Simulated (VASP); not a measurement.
Here is a VASP 6.6.1 calculation.

File INCAR:

```
SYSTEM = Al5Ga3N8
PREC = Accurate
ENCUT = 520
EDIFF = 1E-6
ISMEAR = 0
SIGMA = 0.01
LREAL = Auto
LASPH = .TRUE.
NELM = 60
ALGO = Normal
ISIF = 2
LWAVE = .FALSE.
LCHARG = .FALSE.
GGA = PE
NBANDS = 61
```

KPOINTS

```
Automatic mesh
0
G
  8 8 2
  0 0 0
```

File POSCAR:

```
Al5Ga3N8
1.0
    3.1298000000      0.0000000000      0.0000000000
   -1.5649000000      2.7104863088      0.0000000000
    0.0000000000      0.0000000000     20.2200000000
Al Ga N
5 3 8
Direct
    0.6666666667      0.3333333333      0.3842730000
    0.3333333333      0.6666666667      0.5074184000
    0.6666666667      0.3333333333      0.6305638000
    0.3333333333      0.6666666667      0.7537092000
    0.6666666667      0.3333333333      0.8768546000
    0.3333333333      0.6666666667      0.0000000000
    0.6666666667      0.3333333333      0.1280910000
    0.3333333333      0.6666666667      0.2561820000
    0.3333333333      0.6666666667      0.0964391700
    0.6666666667      0.3333333333      0.2245301700
    0.3333333333      0.6666666667      0.3526211700
    0.6666666667      0.3333333333      0.4782393700
    0.3333333333      0.6666666667      0.6013847700
    0.6666666667      0.3333333333      0.7245301700
    0.3333333333      0.6666666667      0.8476755700
    0.6666666667      0.3333333333      0.9708209700
```

Potentials or basis: VASP PAW PBE potentials, release 64 (Al, Ga_d, N).

The run is started by

```bash
$ cat potpaw_PBE.64/Al/POTCAR potpaw_PBE.64/Ga_d/POTCAR potpaw_PBE.64/N/POTCAR > POTCAR
$ mpirun -np 1 vasp_std > vasp.out
```

What does it give for the band gap on the k mesh?

2.76 eV.

What does it give for the pressure?

6.2 GPa.

Stress tensor (GPa, compression positive):
```
6.38 0.00 0.00
0.00 6.38 0.00
0.00 0.00 5.72
```

Caveat: the cell stands under pressure; forces of over 1 eV/Å act on the atoms, so gaps and moduli don't describe the material at rest. A k mesh can miss the band edges.
